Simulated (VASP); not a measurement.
Write the native input for VASP 6.6.1 that does the following.

```yaml
Task: single point
Functional: LDA
Potentials_or_basis: VASP PAW LDA potentials, release 64 (Hf_pv)
Cutoff: 520 eV
k_mesh: 21 × 21 × 21
Occupations: fermi-dirac, width 0.1 eV
Spin: no spin polarisation
Dipole_correction: no
Further_INCAR_settings: ALGO = Normal; EDIFF = 1e-07; NBANDS = 11
```

The structure of Hf lies in POSCAR:

```
Hf
1.0
   -1.7224997211      1.7224997211      1.7224997211
    1.7224997211     -1.7224997211      1.7224997211
    1.7224997211      1.7224997211     -1.7224997211
Hf
1
Direct
    0.0000000000      0.0000000000      0.0000000000
```

These files were run (other wordings do the same):

INCAR

```
SYSTEM = Hf
  PREC = Accurate
  ENCUT = 520
  EDIFF = 1E-7
  ISMEAR = -1
  SIGMA = 0.1
  LREAL = .FALSE.
  LASPH = .TRUE.
  NELM = 100
  ALGO = Normal
  ISIF = 2
  LWAVE = .FALSE.
  LCHARG = .FALSE.
  NBANDS = 11
```

KPOINTS

```
regular mesh
0
G
  21 21 21
  0 0 0
```

Potentials or basis: VASP PAW LDA potentials, release 64 (Hf_pv).

Command:

```sh
$ cat potpaw_LDA.64/Hf_pv/POTCAR > POTCAR
$ mpirun -np 1 vasp_std > vasp.out
```

It gave:

```
Pressure               : 0.2 GPa
Band gap on the k mesh : zero (band 5 reaches 6.59 eV, above the bottom of band 6 at 4.25 eV)
```

Caveat: spin-orbit coupling is left out, which moves the levels of the heavy elements.

It took 28 s on 1 thread of AMD EPYC 9R45 (Zen 5) (shared host), peak memory 0.14 GiB.
